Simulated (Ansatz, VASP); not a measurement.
## LiH in VASP and in Ansatz

```
Li H
1.0
     0.00000    2.19510    2.19510
     2.19510    0.00000    2.19510
     2.19510    2.19510    0.00000
Li H
1 1
Direct
  0.00000 0.00000 0.00000
  0.50000 0.50000 0.50000
```

Change from the starting cell: strain +0.080 along x and y, +0.080 along z, atoms carried along.

Alike in both runs: task single point; functional r2SCAN; k mesh 10 × 10 × 10; occupations gaussian, width 0.05 eV; no spin polarisation.

```csv
,VASP,Ansatz
version,VASP 6.6.1,Ansatz 0.2.0
potentials or method,"VASP PAW PBE potentials, release 64 (Li_sv, H), cutoff 830 eV","scalar-relativistic, plane waves, PAW"
valence electrons in the cell,4,4
```

VASP gave:

```
gap on the k mesh at the Fermi level (eV) : 3.68
least direct gap on the mesh (eV)         : 3.68
pressure (GPa)                            : -6.5
```

Task: What did Ansatz give for the same quantities?

Result: gap on the k mesh at the Fermi level (eV): 3.74; least direct gap on the mesh (eV): 3.74; pressure (GPa): -6.3.

VASP's potentials were made for PBE, not for r2SCAN. With one functional, cell and mesh, what is left measures potentials, basis and numerics.
